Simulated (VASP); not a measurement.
# Bi2Te2Pb2S3 (P-3m1) in VASP: single point with PBE+D3(BJ)

Aim: the single point of Bi2Te2Pb2S3 with PBE+D3(BJ).

All numbers are computed with VASP 6.6.1; they aren't measurements. Logs are shortened: lines on timing, memory, paths and dates and some standing lists are left out, and cuts for length are marked.

### 1 The cell of the first run

Symmetry: P-3m1, No. 164, trigonal system. Conventional cell: a = 4.225 Å, b = 4.225 Å, c = 16.692 Å, α = 90.00°, β = 90.00°, γ = 120.00°. Within 3.9 Å of Bi (site symmetry 3m) lie 3 S at 3.00 Å and 3 Te at 3.03 Å. Within 4.0 Å of Te (site symmetry 3m) lie 3 Bi at 3.03 Å and 3 Te at 3.74 Å. Within 3.9 Å of Pb (site symmetry 3m) lie 6 S at 2.97 Å. S (site symmetry 3m) has 3 Pb at 2.97 Å and 3 Bi at 3.00 Å within 3.9 Å. Within 3.9 Å of S (site symmetry -3m) lie 6 Pb at 2.97 Å.

### 2 Single point, PBE+D3(BJ)

Input file INCAR:

```
SYSTEM = Bi2Te2Pb2S3
PREC     = Accurate       ! precision mode
ENCUT    = 520            ! plane-wave cutoff, eV
EDIFF    = 1E-6           ! SCF threshold, eV
ISMEAR   = 0              ! smearing method
SIGMA    = 0.02           ! smearing width, eV
LREAL    = .False.        ! projectors in reciprocal space
LASPH    = .True.         ! aspherical terms in the spheres
NELM     = 100            ! most SCF steps
ALGO     = Fast           ! electronic algorithm
ISIF     = 2              ! what is computed and relaxed
LWAVE    = .False.        ! write WAVECAR
LCHARG   = .False.        ! write CHGCAR
GGA      = PE             ! functional
IVDW     = 12             ! dispersion correction
NBANDS   = 54             ! bands
```

Input file KPOINTS:

```
regular mesh
0
Gamma
  9 9 2
  0 0 0
```

Input file POSCAR:

```
Bi2Te2Pb2S3
1.0
    4.2245732202      0.0000000000      0.0000000000
   -2.1122866101      3.6585877288      0.0000000000
    0.0000000000      0.0000000000     16.6916033461
Bi Te Pb S
2 2 2 3
Direct
    0.0000000000      0.0000000000      0.1926791441
    0.0000000000      0.0000000000      0.8073208559
    0.3333333333      0.6666666667      0.9151505028
    0.6666666667      0.3333333333      0.0848494972
    0.3333333333      0.6666666667      0.6019352568
    0.6666666667      0.3333333333      0.3980647432
    0.3333333333      0.6666666667      0.2969061766
    0.6666666667      0.3333333333      0.7030938234
    0.0000000000      0.0000000000      0.5000000000
```

Potentials or basis: VASP PAW PBE potentials, release 64 (Bi_d, Te, Pb_d, S).

Launch:

```
$ cat potpaw_PBE.64/Bi_d/POTCAR potpaw_PBE.64/Te/POTCAR potpaw_PBE.64/Pb_d/POTCAR potpaw_PBE.64/S/POTCAR > POTCAR
$ mpirun -np 1 vasp_std > vasp.out
```

OUTCAR:

```text
SYSTEM = Bi2Te2Pb2S3
   PREC = Accurate
   ENCUT = 520
   EDIFF = 1E-6
   ISMEAR = 0
   LREAL = .False.
   LASPH = .True.
   NELM = 100
   ISIF = 2
   GGA = PE
   IVDW = 12
 IVDW          = 12

 ion  position               nearest neighbor table
   1  0.000  0.000  0.193-   7 3.00   7 3.00   7 3.00   4 3.03   4 3.03   4 3.03
   2  0.000  0.000  0.807-   8 3.00   8 3.00   8 3.00   3 3.03   3 3.03   3 3.03
   3  0.333  0.667  0.915-   2 3.03   2 3.03   2 3.03
   4  0.667  0.333  0.085-   1 3.03   1 3.03   1 3.03
   5  0.333  0.667  0.602-   8 2.97   8 2.97   8 2.97   9 2.97   9 2.97   9 2.97
   6  0.667  0.333  0.398-   7 2.97   7 2.97   7 2.97   9 2.97   9 2.97   9 2.97
   7  0.333  0.667  0.297-   6 2.97   6 2.97   6 2.97   1 3.00   1 3.00   1 3.00
   8  0.667  0.333  0.703-   5 2.97   5 2.97   5 2.97   2 3.00   2 3.00   2 3.00
   9  0.000  0.000  0.500-   5 2.97   6 2.97   5 2.97   6 2.97   6 2.97   5 2.97

  LATTYP: Found a hexagonal cell.
 ALAT       =     4.2245732202
 C/A-ratio  =     3.9510744580

  Lattice vectors:

 A1 = (   4.2245732202,   0.0000000000,   0.0000000000)
 A2 = (  -2.1122866101,   3.6585877288,   0.0000000000)
 A3 = (   0.0000000000,   0.0000000000,  16.6916033461)

Analysis of symmetry for initial positions (statically):
=====================================================================
 Subroutine PRICEL returns:
 Original cell was already a primitive cell.

 Routine SETGRP: Setting up the symmetry group for a
 hexagonal supercell.

 Subroutine GETGRP returns: Found 12 space group operations
 (whereof 12 operations were pure point group operations)
 out of a pool of 24 trial point group operations.

The static configuration has the point symmetry D_3d.

Analysis of symmetry for dynamics (positions and initial velocities):
=====================================================================
 Subroutine PRICEL returns:
 Original cell was already a primitive cell.

 Routine SETGRP: Setting up the symmetry group for a
 hexagonal supercell.

 Subroutine GETGRP returns: Found 12 space group operations
 (whereof 12 operations were pure point group operations)
 out of a pool of 24 trial point group operations.

The dynamic configuration has the point symmetry D_3d.

 Subroutine INISYM returns: Found 12 space group operations
 (whereof 12 operations are pure point group operations),
 and found     1 'primitive' translations

[... 106 lines left out ...]
   NELM   =    100;   NELMIN=  2; NELMDL= -5     # of ELM steps
   EDIFF  = 0.1E-05   stopping-criterion for ELM
   LREAL  =      F    real-space projection
[... 7 lines left out ...]
   TEBEG  =    0.0;   TEEND  =   0.0 temperature during run
   PSTRESS=    0.0 pullay stress
   NELECT =      88.0000    total number of electrons
   NUPDOWN=      -1.0000    fix difference up-down
   EMIN   =  10.00;   EMAX   =-10.00  energy-range for DOS
   EFERMI =   0.00;   METHOD = LEGACY
   ISMEAR =     0;   SIGMA  =   0.02  broadening in eV -4-tet -1-fermi 0-gaus
   EFERMI_NEDOS =   21; number of points for ismear=-14 and -15
   IALGO  =     68    algorithm
   IMIX   =      4    mixing-type and parameters
     AMIX     =   0.40;   BMIX     =  1.00
     AMIX_MAG =   1.60;   BMIX_MAG =  1.00
  volume/ion in A,a.u.               =      28.66       193.44
  Fermi-wavevector in a.u.,A,eV,Ry     =   1.143855  2.161572 17.801917  1.308404
  Thomas-Fermi vector in A             =   2.280549
   LORBIT       =      0    0 simple, 1 ext, 2 COOP (PROOUT), +10 PAW based schemes
   GGA     = PE    functional components
   LHFCALC =     F    Hartree Fock is set to
   AEXX    =    0.0000 exact exchange contribution
   IVDW    =    12    specifies the selected vdW correction
   LEPSILON=     F    determine dielectric tensor
   LRPA    =     F    only Hartree local field effects (RPA)
 non-spin polarized calculation
 RMM-DIIS sequential band-by-band and
 Gauss-broadening in eV      SIGMA  =   0.02
  energy-cutoff  :      520.00
  volume of cell :      257.98
 maximum number of plane-waves:      6978
 NGX is ok and might be reduce to    32
   NGX = 15   NGY = 15   NGZ = 63

 number of electron      87.9999988 magnetization

 Free energy of the ion-electron system (eV)
  ---------------------------------------------------
  ext. energy  EPLUGINS =         0.00000000
  ---------------------------------------------------
  free energy    TOTEN  =       -37.05646187 eV

  energy without entropy =      -37.05646187  energy(sigma->0) =      -37.05646187

 E-fermi :   6.1394     XC(G=0):  -9.5556

 val. band max:        6.0362882016   @ k =   0.0000   0.0000   0.0000
 cond. band min:       6.3063726097   @ k =   0.0000   0.0000   0.0000
 fundamental gap:      0.2700844082
 Fermi energy:         6.1394229808

 k-point     1 :       0.0000    0.0000    0.0000
  band No.  band energies     occupation
      1     -17.0961      2.00000
      2     -17.0961      2.00000
      3     -17.0961      2.00000
      4     -17.0961      2.00000
      5     -17.0868      2.00000
      6     -17.0867      2.00000
[... 1357 lines left out ...]
     53      10.2791      0.00000
     54      10.4168      0.00000

------------------------ aborting loop because EDIFF is reached ----------------------------------------

 Edisp (eV)   -3.52852

 E8    (eV) :    -1.6145

  FORCE on cell =-STRESS in cart. coord.  units (eV):
  Direction    XX          YY          ZZ          XY          YZ          ZX
  --------------------------------------------------------------------------------------
  -------------------------------------------------------------------------------------
  Total      -0.06456    -0.06456    -0.04875    -0.00000    -0.00000     0.00000
  in kB      -0.40095    -0.40095    -0.30276    -0.00000    -0.00000     0.00000
  external pressure =       -0.37 kB  Pullay stress =        0.00 kB

 VOLUME and BASIS-vectors are now :
 -----------------------------------------------------------------------------
  energy-cutoff  :      520.00
  volume of cell :      257.98
      direct lattice vectors                 reciprocal lattice vectors
     4.224573220  0.000000000  0.000000000     0.236710301  0.136664756  0.000000000
    -2.112286610  3.658587729  0.000000000     0.000000000  0.273329512  0.000000000
     0.000000000  0.000000000 16.691603346     0.000000000  0.000000000  0.059910362

 POSITION                                       TOTAL-FORCE (eV/Angst)
 -----------------------------------------------------------------------------------
      0.00000      0.00000      3.21612         0.000000     -0.000000      0.013776
      0.00000      0.00000     13.47548        -0.000000      0.000000     -0.013776
     -0.00000      2.43906     15.27533         0.000000     -0.000000      0.015674
      2.11229      1.21953      1.41627        -0.000000      0.000000     -0.015674
     -0.00000      2.43906     10.04726        -0.000000      0.000000      0.002850
      2.11229      1.21953      6.64434         0.000000     -0.000000     -0.002850
     -0.00000      2.43906      4.95584        -0.000000      0.000000      0.000779
      2.11229      1.21953     11.73576         0.000000     -0.000000     -0.000779
      0.00000      0.00000      8.34580         0.000000     -0.000000      0.000000
 -----------------------------------------------------------------------------------
    total drift:                                0.000000      0.000000      0.000000

  FREE ENERGIE OF THE ION-ELECTRON SYSTEM (eV)
  ---------------------------------------------------
  free  energy   TOTEN  =       -40.5849859954 eV

  energy  without entropy=      -40.5849859954  energy(sigma->0) =      -40.58498600
```

OSZICAR:

```text
N       E                     dE             d eps       ncg     rms          rms(c)
DAV:   1     0.984865829452E+03    0.98487E+03   -0.40205E+04  2600   0.169E+03
DAV:   2     0.110532547918E+03   -0.87433E+03   -0.85177E+03  2632   0.458E+02
DAV:   3    -0.276653425986E+02   -0.13820E+03   -0.13296E+03  3200   0.199E+02
DAV:   4    -0.381267271635E+02   -0.10461E+02   -0.10308E+02  3154   0.548E+01
DAV:   5    -0.386854766681E+02   -0.55875E+00   -0.55703E+00  4178   0.130E+01    0.107E+01
RMM:   6    -0.369963845484E+02    0.16891E+01   -0.37290E+00  3215   0.618E+00    0.671E+00
RMM:   7    -0.371067981018E+02   -0.11041E+00   -0.21296E+00  3625   0.392E+00    0.315E+00
RMM:   8    -0.370649724847E+02    0.41826E-01   -0.34842E-01  3242   0.289E+00    0.441E-01
RMM:   9    -0.370555211971E+02    0.94513E-02   -0.31911E-02  3570   0.120E+00    0.239E-01
RMM:  10    -0.370562040105E+02   -0.68281E-03   -0.24436E-02  4119   0.591E-01    0.139E-01
RMM:  11    -0.370563538803E+02   -0.14987E-03   -0.47555E-03  3587   0.306E-01    0.794E-02
RMM:  12    -0.370564424341E+02   -0.88554E-04   -0.14863E-03  4366   0.169E-01    0.275E-02
RMM:  13    -0.370564605909E+02   -0.18157E-04   -0.31908E-04  4460   0.627E-02    0.183E-02
RMM:  14    -0.370564610218E+02   -0.43091E-06   -0.93700E-05  3813   0.321E-02    0.486E-03
RMM:  15    -0.370564618732E+02   -0.85145E-06   -0.21466E-05  3389   0.167E-02    0.565E-03
RMM:  16    -0.370564618695E+02    0.37544E-08   -0.44155E-06  2420   0.919E-03
   1 F= -.40584986E+02 E0= -.40584986E+02  d E =-.196879E-15
```

stdout:

```text
POSCAR found type information on POSCAR BiTePbS
 POSCAR found :  4 types and       9 ions
 scaLAPACK will be used
 LDA part: xc-table for (Slater+PW92), standard interpolation
 POSCAR, INCAR and KPOINTS ok, starting setup
 FFT: planning ... GRIDC
 FFT: planning ... GRID_SOFT
 FFT: planning ... GRID
 WAVECAR not read
 entering main loop
```

Wall time 7.1 min (1 thread of Intel Xeon Platinum 8488C (Sapphire Rapids), shared host); peak memory 0.56 GiB.

Results:

- Free energy: -40.5850 eV
- Pressure: 0.0 GPa
- Largest force: 0.016 eV/Å
- Band gap on the k mesh: 0.27 eV
- Dispersion energy per atom: -0.392 eV

Forces in eV/Å, atoms in the order of the input:
```
Bi   0.000  0.000  0.014
Bi   0.000  0.000 -0.014
Te   0.000  0.000  0.016
Te   0.000  0.000 -0.016
Pb   0.000  0.000  0.003
Pb   0.000  0.000 -0.003
S    0.000  0.000  0.001
S    0.000  0.000 -0.001
S    0.000  0.000  0.000
```

Caveat: spin-orbit coupling is left out, which moves the levels of the heavy elements; an odd mesh through Γ misses points on the zone boundary, where band edges can lie.
